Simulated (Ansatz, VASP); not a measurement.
**C: VASP beside Ansatz**

```
C
1.0
     0.00000    1.87203    1.87203
     1.88495    0.03567    1.83637
     1.88495    1.83637    0.03567
C
2
Direct
  0.48318 0.51682 0.51682
  0.76682 0.73318 0.73318
```

Alike in both runs: task single point; functional PBE; k mesh 12 × 12 × 12; occupations gaussian, width 0.02 eV; no spin polarisation.

|  | VASP | Ansatz |
| --- | --- | --- |
| version | VASP 6.6.1 | Ansatz 0.2.0 |
| potentials or method | VASP PAW PBE potentials, release 64 (C), cutoff 520 eV | scalar-relativistic, plane waves, PAW |
| valence electrons in the cell | 8 | 8 |

VASP gave:

```
gap on the k mesh at the Fermi level (eV)                     : 1.57
least direct gap on the mesh (eV)                             : 2.33
pressure (GPa)                                                : -36.3
traceless stress, the component that is largest in VASP (GPa) : -21.42
rms of the force components (eV/Å)                            : 2.092
```

**Question.** Estimate Ansatz's values.

**Answer.** gap on the k mesh at the Fermi level (eV): 1.58; least direct gap on the mesh (eV): 2.33; pressure (GPa): -36.6; traceless stress, the component that is largest in VASP (GPa): -21.63; rms of the force components (eV/Å): 2.085.

Atom by atom the forces differ by 0.007 eV/Å (rms over components). Both programs put the cell under strong tension, so it lies far from rest at this level. With one functional, cell and mesh, what is left measures potentials, basis and numerics.

Noted on VASP's run: the cell as given lies far from equilibrium.
